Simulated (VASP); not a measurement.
# Zn (Fm-3m) in VASP: further runs

Aim: see how the results for Zn move with the level of theory and the settings. Levels: PBEsol+D4, PBEsol. Tasks: relaxation of cell and atoms, single point.

Everything below comes from runs of VASP 6.6.1. Logs are shortened: lines on timing, memory, paths and dates and some standing lists are left out, and cuts for length are marked.

**1. The cell of the first run**

It takes space group Fm-3m (No. 225, cubic). Conventional cell: a = 3.930 Å, b = 3.930 Å, c = 3.930 Å, α = 90.00°, β = 90.00°, γ = 90.00°. Within 3.7 Å of Zn (site symmetry m-3m) lie 12 Zn at 2.78 Å.

**2. Relaxation of cell and atoms, PBEsol+D4**

File INCAR:

```
SYSTEM = Zn
PREC = Accurate ; ENCUT = 600
EDIFF = 1E-6 ; ISMEAR = -1
SIGMA = 0.05 ; LREAL = .False.
LASPH = .True. ; NELM = 100
ALGO = Fast ; ISIF = 3
LWAVE = .False. ; LCHARG = .False.
GGA = PS ; IVDW = 13
IBRION = 2 ; NSW = 60
EDIFFG = -0.01
```

File KPOINTS:

```
regular mesh
0
Gamma
  12 12 12
  0 0 0
```

File POSCAR:

```
Zn
1.0
    0.0000000000      1.9647760000      1.9647760000
    1.9647760000      0.0000000000      1.9647760000
    1.9647760000      1.9647760000      0.0000000000
Zn
1
Direct
    0.0000000000      0.0000000000      0.0000000000
```

Potentials or basis: VASP PAW PBE potentials, release 64 (Zn).

Command:

```console
cat potpaw_PBE.64/Zn/POTCAR > POTCAR
mpirun -np 1 vasp_std > vasp.out
```

OUTCAR:

```text
SYSTEM = Zn
   PREC = Accurate
   ENCUT = 600
   EDIFF = 1E-6
   ISMEAR = -1
   LREAL = .False.
   LASPH = .True.
   NELM = 100
   ISIF = 3
   GGA = PS
   IVDW = 13
   IBRION = 2
   NSW = 60
   EDIFFG = -0.01

 ion  position               nearest neighbor table
   1  0.000  0.000  0.000-

  LATTYP: Found a face centered cubic cell.
 ALAT       =     3.9295520000

  Lattice vectors:

 A1 = (   0.0000000000,   1.9647760000,   1.9647760000)
 A2 = (   1.9647760000,   0.0000000000,   1.9647760000)
 A3 = (   1.9647760000,   1.9647760000,   0.0000000000)

Analysis of symmetry for initial positions (statically):
=====================================================================
 Subroutine PRICEL returns:
 Original cell was already a primitive cell.

 Routine SETGRP: Setting up the symmetry group for a
 face centered cubic supercell.

 Subroutine GETGRP returns: Found 48 space group operations
 (whereof 48 operations were pure point group operations)
 out of a pool of 48 trial point group operations.

The static configuration has the point symmetry O_h .

Analysis of symmetry for dynamics (positions and initial velocities):
=====================================================================
 Subroutine PRICEL returns:
 Original cell was already a primitive cell.

 Routine SETGRP: Setting up the symmetry group for a
 face centered cubic supercell.

 Subroutine GETGRP returns: Found 48 space group operations
 (whereof 48 operations were pure point group operations)
 out of a pool of 48 trial point group operations.

The dynamic configuration has the point symmetry O_h .

 Subroutine INISYM returns: Found 48 space group operations
 (whereof 48 operations are pure point group operations),
 and found     1 'primitive' translations

----------------------------------------------------------------------------------------

                                     Primitive cell

  volume of cell :      15.1694

  direct lattice vectors                    reciprocal lattice vectors
     0.000000000  1.964776000  1.964776000    -0.254481936  0.254481936  0.254481936
     1.964776000  0.000000000  1.964776000     0.254481936 -0.254481936  0.254481936
     1.964776000  1.964776000  0.000000000     0.254481936  0.254481936 -0.254481936

  length of vectors
     2.778612866  2.778612866  2.778612866     0.440775643  0.440775643  0.440775643

  position of ions in fractional coordinates (direct lattice)
     0.000000000  0.000000000  0.000000000

  ion indices of the primitive-cell ions
   primitive index   ion index
                 1           1

[... 68 lines left out ...]
   LASPH  =      T    aspherical Exc in radial PAW
   ENCUT  =  600.0 eV  44.10 Ry    6.64 a.u.   5.55  5.55  5.55*2*pi/ulx,y,z
   NELM   =    100;   NELMIN=  2; NELMDL= -5     # of ELM steps
   EDIFF  = 0.1E-05   stopping-criterion for ELM
   LREAL  =      F    real-space projection
   EDIFFG = -.1E-01   stopping-criterion for IOM
   NSW    =     60    number of steps for IOM
   IBRION =      2    ionic relax: 0-MD 1-quasi-New 2-CG
   NFREE  =      1    steps in history (QN), initial steepest desc. (CG)
   ISIF   =      3    stress and relaxation
   ISYM   =      2    0-nonsym 1-usesym 2-fastsym
   POTIM  = 0.5000    time-step for ionic-motion
   TEBEG  =    0.0;   TEEND  =   0.0 temperature during run
   PSTRESS=    0.0 pullay stress
   NELECT =      12.0000    total number of electrons
   NUPDOWN=      -1.0000    fix difference up-down
   EMIN   =  10.00;   EMAX   =-10.00  energy-range for DOS
   EFERMI =   0.00;   METHOD = LEGACY
   ISMEAR =    -1;   SIGMA  =   0.05  broadening in eV -4-tet -1-fermi 0-gaus
   EFERMI_NEDOS =   21; number of points for ismear=-14 and -15
   IALGO  =     68    algorithm
   IMIX   =      4    mixing-type and parameters
     AMIX     =   0.40;   BMIX     =  1.00
     AMIX_MAG =   1.60;   BMIX_MAG =  1.00
  volume/ion in A,a.u.               =      15.17       102.37
  Fermi-wavevector in a.u.,A,eV,Ry     =   1.514069  2.861175 31.190044  2.292404
  Thomas-Fermi vector in A             =   2.623775
   LORBIT       =      0    0 simple, 1 ext, 2 COOP (PROOUT), +10 PAW based schemes
   GGA     = PS    functional components
   LHFCALC =     F    Hartree Fock is set to
   AEXX    =    0.0000 exact exchange contribution
   IVDW    =    13    specifies the selected vdW correction
   LEPSILON=     F    determine dielectric tensor
   LRPA    =     F    only Hartree local field effects (RPA)
 conjugate gradient relaxation of ions
 non-spin polarized calculation
 RMM-DIIS sequential band-by-band and
  energy-cutoff  :      600.00
  volume of cell :       15.17
 maximum number of plane-waves:       532
 NGX is ok and might be reduce to    24
   NGX = 11   NGY = 11   NGZ = 11

--------------------------------------- Ionic step        1  -------------------------------------------

 number of electron      12.0000008 magnetization

 Free energy of the ion-electron system (eV)
  ---------------------------------------------------
  ext. energy  EPLUGINS =         0.00000000
  ---------------------------------------------------
  free energy    TOTEN  =        -1.53679922 eV

  energy without entropy =       -1.53344428  energy(sigma->0) =       -1.53512175

------------------------ aborting loop because EDIFF is reached ----------------------------------------

  DFT-D4 for vdW energy calculation

  Edisp (eV):   -0.18574
[... 69 lines left out ...]
--------------------------------------- Ionic step        3  -------------------------------------------

 number of electron      11.9999992 magnetization

 Free energy of the ion-electron system (eV)
  ---------------------------------------------------
  ext. energy  EPLUGINS =         0.00000000
  ---------------------------------------------------
  free energy    TOTEN  =        -1.55138982 eV

  energy without entropy =       -1.54891119  energy(sigma->0) =       -1.55015050

 E-fermi :   3.5336     XC(G=0): -12.2136

 val. band max:        3.4687003986   @ k =  -0.4167   0.2500   0.0000
 cond. band min:       3.6601084661   @ k =  -0.4167   0.0833   0.0000
 fundamental gap:      0.1914080675
 Fermi energy:         3.5335583596

 k-point     1 :       0.0000    0.0000    0.0000
  band No.  band energies     occupation
      1      -7.5409      2.00000
      2      -4.2712      2.00000
      3      -4.2712      2.00000
      4      -4.2712      2.00000
      5      -3.8162      2.00000
      6      -3.8162      2.00000
      7      23.1233      0.00000
      8      23.1233      0.00000
      9      23.1233      0.00000
     10      23.1953      0.00000
[... 287 lines left out ...]
 k-point    24 :      -0.4167    0.1667    0.0000
  band No.  band energies     occupation
      1      -4.9068      2.00000
      2      -4.3848      2.00000
      3      -4.1084      2.00000
      4      -3.8889      2.00000
      5      -3.5351      2.00000
      6       1.0765      2.00000
      7       3.2913      1.98438
      8      13.5745      0.00000
      9      17.5005      0.00000
     10      19.8074      0.00000

 [... further k-points ...]

------------------------ aborting loop because EDIFF is reached ----------------------------------------

  DFT-D4 for vdW energy calculation

  Edisp (eV):   -0.20242
[... 24 lines left out ...]
  FREE ENERGIE OF THE ION-ELECTRON SYSTEM (eV)
  ---------------------------------------------------
  free  energy   TOTEN  =        -1.7538081882 eV

  energy  without entropy=       -1.7513295567  energy(sigma->0) =       -1.75256887

 reached required accuracy - stopping structural energy minimisation
```

It took 43 s on 1 thread of AMD EPYC 7R43 (Zen 3), shared host; peak memory 0.11 GiB.

Results:

| Property | Result |
| --- | --- |
| Free energy | -1.7538 eV |
| Relaxed volume | 13.85 Å³/atom |
| Relaxed cell | a = 2.696 Å, b = 2.696 Å, c = 2.696 Å, α = 60.00°, β = 60.00°, γ = 60.00° |
| Space group after relaxing (to 0.05 Å) | Fm-3m (No. 225) |
| Energy gained by relaxing | 31.3 meV/atom |
| Ionic steps | 3 |
| Pressure after relaxing | 0.0 GPa |
| Band gap on the k mesh | zero (band 6 reaches 5.88 eV, above the bottom of band 7 at 2.36 eV) |
| Dispersion energy per atom | -0.202 eV |

The path:
```tsv
step	energy change (eV)	largest force (eV/Å)	pressure (GPa)	volume (Å³)
1	0.0000	0.0000	-6.78	15.17
2	-0.0313	0.0000	0.35	13.80
3	-0.0313	0.0000	0.01	13.85
```

Final structure:
```
CELL_PARAMETERS angstrom
0.00000 1.90608 1.90608
1.90608 0.00000 1.90608
1.90608 1.90608 0.00000
ATOMIC_POSITIONS crystal
Zn 0.00000 0.00000 0.00000
```

Levels at points of the mesh, in eV from the Fermi level:
| k point | band 2 | band 3 | band 4 | band 5 | band 6 | band 7 | band 8 | band 9 | band 10 |
| --- | --- | --- | --- | --- | --- | --- | --- | --- | --- |
| (0.00, 0.00, 0.00) | -7.80 | -7.80 | -7.80 | -7.35 | -7.35 | 19.59 | 19.59 | 19.59 | 19.66 |
| (0.50, 0.00, 0.00) | -7.81 | -7.81 | -7.02 | -7.02 | -3.27 | -1.18 | 16.37 | 16.37 | 18.12 |
| (0.50, 0.50, 0.00) | -8.54 | -7.03 | -6.93 | -6.93 | -1.20 | 2.12 | 8.92 | 8.92 | 12.74 |

Caveat: the PAW data sets were made with another functional, which shifts forces and pressure a little; pairwise dispersion overbinds metals, which lowers pressure and volume.

[end of part 1 of 2]
